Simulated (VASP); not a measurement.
Wanted: the native input for a VASP 6.6.1 run.

- Task: single point
- Functional: PBE
- Potentials or basis: VASP PAW PBE potentials, release 64 (Se)
- Cutoff: 520 eV
- k mesh: 7 × 7 × 6
- Occupations: fermi-dirac, width 0.05 eV
- Spin: no spin polarisation
- Dipole correction: no
- Further INCAR settings: ALGO = Normal; EDIFF = 1e-07; NBANDS = 16

The structure of Se lies in POSCAR:

```
Se
1.0
    4.3259397904      0.0000000000      0.0000000000
   -2.1629698952      3.7463737537      0.0000000000
    0.0000000000      0.0000000000      4.9162312139
Se
3
Direct
    0.7830000000      0.7830000000      0.5000000000
    0.0000000000      0.2170000000      0.8333333333
    0.2170000000      0.0000000000      0.1666666667
```

These files were run (other wordings do the same):

INCAR

```
  PREC = Accurate
  ENCUT = 520
  EDIFF = 1E-7
  ISMEAR = -1
  SIGMA = 0.05
  LREAL = False
  LASPH = True
  NELM = 100
  ALGO = Normal
  ISIF = 2
  LWAVE = False
  LCHARG = False
  GGA = PE
  NBANDS = 16
```

KPOINTS

```
Automatic mesh
0
Gamma
  7 7 6
```

Potentials or basis: VASP PAW PBE potentials, release 64 (Se).

Command:

```bash
$ cat potpaw_PBE.64/Se/POTCAR > POTCAR
$ mpirun -np 1 vasp_std > vasp.out
```

It gave:

* Pressure: 7.2 GPa
* Largest force: 1.448 eV/Å
* Band gap on the k mesh: 1.18 eV (least direct gap 1.40 eV)

Caveat: the cell stands under pressure; an odd mesh through Γ misses points on the zone boundary, where band edges can lie; forces of over 1 eV/Å act on the atoms, so gaps and moduli don't describe the material at rest.

Run time: 61 s on 1 thread of Intel Xeon 8259CL (shared host), peak memory 0.2 GiB.
